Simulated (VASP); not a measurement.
# Li16S7 (a cell with a defect) in VASP: relaxation of the atoms with PBEsol

Aim: the relaxation of the atoms of Li16S7 (a cell with a defect) with PBEsol.

Everything below comes from runs of VASP 6.6.1. Logs are shortened: lines on timing, memory, paths and dates and some standing lists are left out, and cuts for length are marked.

### 1 The cell of the first run

The cell holds a defect, 23 atoms: a = 7.996 Å, b = 7.996 Å, c = 7.996 Å, α = 60.00°, β = 60.00°, γ = 60.00°.

### 2 Relaxation of the atoms, PBEsol (atoms taken out)

Input file INCAR:

```
PREC = Accurate ; ENCUT = 650
EDIFF = 1E-7 ; ISMEAR = 0
SIGMA = 0.05 ; LREAL = F
LASPH = T ; NELM = 120
ALGO = Normal ; ISIF = 2
LWAVE = F ; LCHARG = F
GGA = PS ; IBRION = 2
NSW = 80 ; EDIFFG = -0.02
NELECT = 88.0 ; GGA_COMPAT = F
NELMIN = 4 ; KPAR = 4
```

Input file KPOINTS:

```
regular mesh
0
Gamma
  4 4 4
```

Input file POSCAR:

```
Li16S7
1.0
    0.0000000000      5.6541569289      5.6541569289
    5.6541569289      0.0000000000      5.6541569289
    5.6541569289      5.6541569289      0.0000000000
Li S
16 7
Direct
    0.1250000000      0.1250000000      0.1250000000
    0.1250000000      0.1250000000      0.6250000000
    0.1250000000      0.6250000000      0.1250000000
    0.1250000000      0.6250000000      0.6250000000
    0.6250000000      0.1250000000      0.1250000000
    0.6250000000      0.1250000000      0.6250000000
    0.6250000000      0.6250000000      0.1250000000
    0.6250000000      0.6250000000      0.6250000000
    0.3750000000      0.3750000000      0.3750000000
    0.3750000000      0.3750000000      0.8750000000
    0.3750000000      0.8750000000      0.3750000000
    0.3750000000      0.8750000000      0.8750000000
    0.8750000000      0.3750000000      0.3750000000
    0.8750000000      0.3750000000      0.8750000000
    0.8750000000      0.8750000000      0.3750000000
    0.8750000000      0.8750000000      0.8750000000
    0.0000000000      0.5000000000     -0.2500000000
    0.0000000000      0.0000000000      0.5000000000
    0.0000000000      0.0000000000      0.0000000000
    0.5000000000      0.5000000000      0.5000000000
    0.5000000000      0.5000000000      0.0000000000
    0.5000000000      0.0000000000      0.5000000000
    0.5000000000      0.0000000000      0.0000000000
```

Potentials or basis: VASP PAW PBE potentials, release 64 (Li_sv, S).

Launch:

```
$ cat potpaw_PBE.64/Li_sv/POTCAR potpaw_PBE.64/S/POTCAR > POTCAR
$ mpirun -np 4 vasp_std > vasp.out
```

OUTCAR:

```text
PREC = Accurate
   ENCUT = 650
   EDIFF = 1E-7
   ISMEAR = 0
   LREAL = F
   LASPH = T
   NELM = 120
   ISIF = 2
   GGA = PS
   IBRION = 2
   NSW = 80
   EDIFFG = -0.02
   NELECT = 88.0
   NELMIN = 4

 ion  position               nearest neighbor table
   1  0.125  0.125  0.125-  18 2.45  23 2.45  19 2.45
   2  0.125  0.125  0.625-  19 2.45  22 2.45  18 2.45
   3  0.125  0.625  0.125-  19 2.45  21 2.45
   4  0.125  0.625  0.625-  17 1.41  18 2.45  20 2.45
   5  0.625  0.125  0.125-  19 2.45  21 2.45  22 2.45  23 2.45
   6  0.625  0.125  0.625-  18 2.45  20 2.45  23 2.45  22 2.45
   7  0.625  0.625  0.125-  20 2.45  23 2.45  21 2.45
   8  0.625  0.625  0.625-  21 2.45  22 2.45  20 2.45
   9  0.375  0.375  0.375-  21 2.45  22 2.45  20 2.45
  10  0.375  0.375  0.875-  20 2.45  23 2.45  21 2.45
  11  0.375  0.875  0.375-  18 2.45  20 2.45  23 2.45  22 2.45
  12  0.375  0.875  0.875-  19 2.45  21 2.45  22 2.45  23 2.45
  13  0.875  0.375  0.375-  18 2.45  20 2.45
  14  0.875  0.375  0.875-  17 1.41  19 2.45  21 2.45
  15  0.875  0.875  0.375-  19 2.45  22 2.45  18 2.45
  16  0.875  0.875  0.875-  18 2.45  23 2.45  19 2.45
  17  0.000  0.500  0.750-   4 1.41  14 1.41
  18  0.000  0.000  0.500-   1 2.45   4 2.45   6 2.45  11 2.45  13 2.45  16 2.45  15 2.45   2 2.45

  19  0.000  0.000  0.000-   2 2.45   3 2.45   5 2.45  12 2.45  14 2.45  15 2.45   1 2.45  16 2.45

  20  0.500  0.500  0.500-   4 2.45   6 2.45   7 2.45  10 2.45  11 2.45  13 2.45   9 2.45   8 2.45

  21  0.500  0.500  0.000-   3 2.45   5 2.45   8 2.45   9 2.45  12 2.45  14 2.45   7 2.45  10 2.45

  22  0.500  0.000  0.500-   2 2.45   5 2.45   8 2.45   9 2.45  12 2.45  15 2.45   6 2.45  11 2.45

  23  0.500  0.000  0.000-   1 2.45   6 2.45   7 2.45  10 2.45  11 2.45  16 2.45  12 2.45   5 2.45

  LATTYP: Found a face centered cubic cell.
 ALAT       =    11.3083138578

  Lattice vectors:

 A1 = (   0.0000000000,   5.6541569289,   5.6541569289)
 A2 = (   5.6541569289,   0.0000000000,   5.6541569289)
 A3 = (   5.6541569289,   5.6541569289,   0.0000000000)

Analysis of symmetry for initial positions (statically):
=====================================================================
 Subroutine PRICEL returns:
 Original cell was already a primitive cell.

 Routine SETGRP: Setting up the symmetry group for a
 face centered cubic supercell.

 Subroutine GETGRP returns: Found  8 space group operations
 (whereof  2 operations were pure point group operations)
 out of a pool of 48 trial point group operations.

The static configuration has the point symmetry C_1h.
 The point group associated with its full space group is D_2h.

Analysis of symmetry for dynamics (positions and initial velocities):
=====================================================================
 Subroutine PRICEL returns:
 Original cell was already a primitive cell.

 Routine SETGRP: Setting up the symmetry group for a
 face centered cubic supercell.

 Subroutine GETGRP returns: Found  8 space group operations
 (whereof  2 operations were pure point group operations)
 out of a pool of 48 trial point group operations.

The dynamic configuration has the point symmetry C_1h.
 The point group associated with its full space group is D_2h.

 Subroutine INISYM returns: Found  8 space group operations
 (whereof  2 operations are pure point group operations),
 and found     1 'primitive' translations

----------------------------------------------------------------------------------------

                                     Primitive cell

  volume of cell :     361.5210

  direct lattice vectors                    reciprocal lattice vectors
     0.000000000  5.654156929  5.654156929    -0.088430513  0.088430513  0.088430513
     5.654156929  0.000000000  5.654156929     0.088430513 -0.088430513  0.088430513
     5.654156929  5.654156929  0.000000000     0.088430513  0.088430513 -0.088430513

  length of vectors
     7.996185413  7.996185413  7.996185413     0.153166142  0.153166142  0.153166142

  position of ions in fractional coordinates (direct lattice)
     0.125000000  0.125000000  0.125000000
     0.125000000  0.125000000  0.625000000
     0.125000000  0.625000000  0.125000000
     0.125000000  0.625000000  0.625000000
     0.625000000  0.125000000  0.125000000
     0.625000000  0.125000000  0.625000000
[... 15 lines left out ...]
     0.500000000  0.000000000  0.500000000
     0.500000000  0.000000000  0.000000000

  ion indices of the primitive-cell ions
   primitive index   ion index
                 1           1
                 2           2
                 3           3
                 4           4
                 5           5
                 6           6
[... 15 lines left out ...]
                22          22
                23          23

----------------------------------------------------------------------------------------

 KPOINTS: regular mesh

Automatic generation of k-mesh.
 Grid dimensions read from file:
 generate k-points for:    4    4    4

 Generating k-lattice:

  Cartesian coordinates                     Fractional coordinates (reciprocal lattice)
    -0.022107628  0.022107628  0.022107628     0.250000000  0.000000000  0.000000000
     0.022107628 -0.022107628  0.022107628     0.000000000  0.250000000  0.000000000
     0.022107628  0.022107628 -0.022107628     0.000000000  0.000000000  0.250000000

  Length of vectors
     0.038291536  0.038291536  0.038291536

  Shift w.r.t. Gamma in fractional coordinates (k-lattice)
     0.000000000  0.000000000  0.000000000

 Subroutine IBZKPT returns following result:
 ===========================================

 Found     18 irreducible k-points:

 Following reciprocal coordinates:
            Coordinates               Weight
  0.000000  0.000000  0.000000      1.000000
  0.250000  0.000000  0.000000      4.000000
  0.000000  0.000000  0.250000      4.000000
  0.500000  0.000000  0.000000      2.000000
  0.000000  0.000000  0.500000      2.000000
  0.250000  0.250000  0.000000      2.000000
[... 10 lines left out ...]
 -0.250000  0.500000  0.250000      4.000000
  0.250000 -0.250000  0.500000      2.000000
   k-points           NKPTS =     18   k-points in BZ     NKDIM =     18   number of bands    NBANDS=     56
   number of dos      NEDOS =    301   number of ions     NIONS =     23
   total plane-waves  NPLWV = 343000
   dimension x,y,z NGX =    70 NGY =   70 NGZ =   70
   dimension x,y,z NGXF=   140 NGYF=  140 NGZF=  140
   ions per type =              16   7
   NGX,Y,Z   is equivalent  to a cutoff of  14.55, 14.55, 14.55 a.u.
   NGXF,Y,Z  is equivalent  to a cutoff of  29.11, 29.11, 29.11 a.u.
 SYSTEM =  unknown system
   PREC   = accura    normal or accurate (medium, high low for compatibility)
   ISTART =      0    job   : 0-new  1-cont  2-samecut
   ICHARG =      2    charge: 1-file 2-atom 10-const
   ISPIN  =      1    spin polarized calculation?
   LNONCOLLINEAR =      F non collinear calculations
   LSORBIT =      F    spin-orbit coupling
   LASPH  =      T    aspherical Exc in radial PAW
   ENCUT  =  650.0 eV  47.77 Ry    6.91 a.u.  16.62 16.62 16.62*2*pi/ulx,y,z
   NELM   =    120;   NELMIN=  4; NELMDL= -5     # of ELM steps
   EDIFF  = 0.1E-06   stopping-criterion for ELM
   LREAL  =      F    real-space projection
   EDIFFG = -.2E-01   stopping-criterion for IOM
   NSW    =     80    number of steps for IOM
   IBRION =      2    ionic relax: 0-MD 1-quasi-New 2-CG
   NFREE  =      1    steps in history (QN), initial steepest desc. (CG)
   ISIF   =      2    stress and relaxation
   ISYM   =      2    0-nonsym 1-usesym 2-fastsym
   POTIM  = 0.5000    time-step for ionic-motion
   TEBEG  =    0.0;   TEEND  =   0.0 temperature during run
   PSTRESS=    0.0 pullay stress
   NELECT =      88.0000    total number of electrons
   NUPDOWN=      -1.0000    fix difference up-down
   EMIN   =  10.00;   EMAX   =-10.00  energy-range for DOS
   EFERMI =   0.00;   METHOD = LEGACY
   ISMEAR =     0;   SIGMA  =   0.05  broadening in eV -4-tet -1-fermi 0-gaus
   EFERMI_NEDOS =   21; number of points for ismear=-14 and -15
   IALGO  =     38    algorithm
   IMIX   =      4    mixing-type and parameters
     AMIX     =   0.40;   BMIX     =  1.00
     AMIX_MAG =   1.60;   BMIX_MAG =  1.00
  volume/ion in A,a.u.               =      15.72       106.07
  Fermi-wavevector in a.u.,A,eV,Ry     =   1.022173  1.931627 14.215887  1.044838
  Thomas-Fermi vector in A             =   2.155838
   LORBIT       =      0    0 simple, 1 ext, 2 COOP (PROOUT), +10 PAW based schemes
   GGA     = PS    functional components
   LHFCALC =     F    Hartree Fock is set to
   AEXX    =    0.0000 exact exchange contribution
   IVDW    =     0    specifies the selected vdW correction
   LEPSILON=     F    determine dielectric tensor
   LRPA    =     F    only Hartree local field effects (RPA)
 conjugate gradient relaxation of ions
 non-spin polarized calculation
 Gauss-broadening in eV      SIGMA  =   0.05
  energy-cutoff  :      650.00
  volume of cell :      361.52
 maximum number of plane-waves:     13640
 NGX is ok and might be reduce to    70
   NGX = 33   NGY = 33   NGZ = 33

--------------------------------------- Ionic step        1  -------------------------------------------

 number of electron      87.9999941 magnetization

 Free energy of the ion-electron system (eV)
  ---------------------------------------------------
  ext. energy  EPLUGINS =         0.00000000
  ---------------------------------------------------
  free energy    TOTEN  =       -82.25622514 eV

  energy without entropy =      -82.25608282  energy(sigma->0) =      -82.25615398

------------------------ aborting loop because EDIFF is reached ----------------------------------------

  FORCE on cell =-STRESS in cart. coord.  units (eV):
  Direction    XX          YY          ZZ          XY          YZ          ZX
  --------------------------------------------------------------------------------------
  -------------------------------------------------------------------------------------
  Total      -14.5754307    -14.5754307     50.4793174      0.2759791      0.0000000      0.0000000
  in kB      -64.5949266    -64.5949266    223.7126210      1.2230754      0.0000000      0.0000000
  external PRESSURE =      31.5075893 kB  Pullay stress =       0.0000000 kB
[... 152 lines left out ...]
  FREE ENERGIE OF THE ION-ELECTRON SYSTEM (eV)
  ---------------------------------------------------
  free  energy   TOTEN  =       -92.8375160792 eV

  energy  without entropy=      -92.8375160792  energy(sigma->0) =      -92.83751608

[... ionic steps 4 to 15 ...]

--------------------------------------- Ionic step       16  -------------------------------------------

 number of electron      87.9999998 magnetization

------------------------ aborting loop because EDIFF is reached ----------------------------------------

  FORCE on cell =-STRESS in cart. coord.  units (eV):
  Direction    XX          YY          ZZ          XY          YZ          ZX
  --------------------------------------------------------------------------------------
  -------------------------------------------------------------------------------------
  Total      -12.0992557    -12.0992557     -3.6078856     -3.8713700      0.0000000      0.0000000
  in kB      -53.6210939    -53.6210939    -15.9893117    -17.1570135      0.0000000      0.0000000
  external PRESSURE =     -41.0771665 kB  Pullay stress =       0.0000000 kB
[... 99 lines left out ...]
  energy  without entropy=      -94.4058092071  energy(sigma->0) =      -94.40580921

--------------------------------------- Ionic step       18  -------------------------------------------

 number of electron      87.9999998 magnetization

 Free energy of the ion-electron system (eV)
  ---------------------------------------------------
  ext. energy  EPLUGINS =         0.00000000
  ---------------------------------------------------
  free energy    TOTEN  =       -94.40608095 eV

  energy without entropy =      -94.40608095  energy(sigma->0) =      -94.40608095

 E-fermi :   1.6431     XC(G=0):  -8.2382

 val. band max:        1.2711084378   @ k =   0.2500   0.2500   0.0000
 cond. band min:       3.4321418669   @ k =   0.0000   0.0000   0.0000
 fundamental gap:      2.1610334291
 Fermi energy:         1.6430704704

 k-point     1 :       0.0000    0.0000    0.0000
  band No.  band energies     occupation
      1     -43.0041      2.00000
      2     -42.9982      2.00000
      3     -42.4355      2.00000
      4     -42.4333      2.00000
      5     -42.4271      2.00000
      6     -42.4267      2.00000
[... 1101 lines left out ...]
  FREE ENERGIE OF THE ION-ELECTRON SYSTEM (eV)
  ---------------------------------------------------
  free  energy   TOTEN  =       -94.4060809501 eV

  energy  without entropy=      -94.4060809501  energy(sigma->0) =      -94.40608095

 reached required accuracy - stopping structural energy minimisation
```

Run time: 40 min. Hardware: 4 MPI ranks of Intel Xeon 6975P-C (Granite Rapids), shared host; peak memory 1 GiB.

What came out:

| Item | Value |
| --- | --- |
| Free energy | -94.4061 eV |
| Energy gained by relaxing | 528.3 meV/atom |
| Ionic steps | 18 |
| Largest force after relaxing | 0.008 eV/Å |

Forces on the atoms (eV/Å):
```
Li  -0.002  0.001 -0.004
Li  -0.001  0.002 -0.004
Li   0.000  0.000 -0.003
Li   0.000  0.000  0.004
Li   0.000  0.000  0.000
Li   0.000  0.000  0.007
Li   0.001 -0.002 -0.004
Li   0.002 -0.001 -0.004
Li  -0.001  0.002  0.004
Li  -0.002  0.001  0.004
Li   0.000  0.000  0.000
Li   0.000  0.000 -0.007
Li   0.000  0.000  0.003
Li   0.000  0.000 -0.004
Li   0.002 -0.001  0.004
Li   0.001 -0.002  0.004
S    0.000  0.000  0.000
S   -0.003  0.003  0.006
S    0.003 -0.003 -0.006
S    0.003 -0.003  0.006
S   -0.003  0.003 -0.006
S    0.000  0.000  0.000
S    0.000  0.000  0.000
```

Step by step:
```
step  energy change (eV)  largest force (eV/Å)  pressure (GPa)
   1              0.0000               22.4457            3.15
   2             -8.9691                3.5621           -3.29
   3            -10.5813                1.5509           -3.49
   4            -10.6012                1.6535           -3.62
   5            -10.6089                1.6195           -3.58
   6            -11.2010                0.9802           -3.67
   7            -11.6057                0.6250           -3.34
   8            -11.7703                0.4757           -3.39
   9            -11.9801                0.3567           -3.43
  10            -12.0647                0.2543           -3.56
  11            -12.0982                0.2192           -3.67
  12            -12.1284                0.1372           -3.79
  13            -12.1315                0.2025           -3.83
  14            -12.1457                0.0854           -4.00
  15            -12.1467                0.1092           -4.06
  16            -12.1495                0.0217           -4.11
  17            -12.1496                0.0228           -4.11
  18            -12.1499                0.0079           -4.12
```

Final structure:
```
Li S
1.0
     0.00000    5.65416    5.65416
     5.65416    0.00000    5.65416
     5.65416    5.65416    0.00000
Li S
16 7
Direct
  0.13109 0.11804 0.09369
  0.13109 0.11804 0.65718
  0.12779 0.62779 0.12221
  0.19117 0.69117 0.55883
  0.60266 0.10266 0.14734
  0.63205 0.13205 0.61795
  0.61804 0.63109 0.09369
  0.61804 0.63109 0.65718
  0.38196 0.36891 0.40631
  0.38196 0.36891 0.84282
  0.39734 0.89734 0.35266
  0.36795 0.86795 0.88205
  0.87221 0.37221 0.37779
  0.80883 0.30883 0.94117
  0.86891 0.88196 0.40631
  0.86891 0.88196 0.84282
  0.00000 0.50000 0.75000
  0.01956 0.03780 0.47132
  0.98044 0.96220 0.02868
  0.53780 0.51956 0.47132
  0.46220 0.48044 0.02868
  0.50000 0.00000 0.51415
  0.50000 0.00000 0.98585
```

Levels at points of the mesh, in eV from the Fermi level:
```
           k point  band 41  band 42  band 43  band 44  band 45  band 46  band 47  band 48
(0.00, 0.00, 0.00)    -0.76    -0.55    -0.45    -0.43     1.79     2.67     3.21     3.91
(0.50, 0.00, 0.00)    -1.00    -0.66    -0.65    -0.49     2.09     3.15     3.79     4.16
(0.00, 0.00, 0.50)    -1.00    -0.97    -0.65    -0.37     2.43     2.77     3.86     3.95
(0.50, 0.50, 0.00)    -0.96    -0.94    -0.92    -0.41     2.22     2.64     3.75     3.95
(0.00, 0.50, 0.50)    -0.98    -0.91    -0.84    -0.57     2.81     2.89     3.87     3.95
```

Caveat: the cell carries a net charge on a neutralising background, which shifts energy and pressure; the cell differs from its parent crystal (atoms taken out); the cell is charged against a uniform background, so pressure and absolute levels hang on convention; the PAW data sets were made with another functional, which shifts forces and pressure a little.
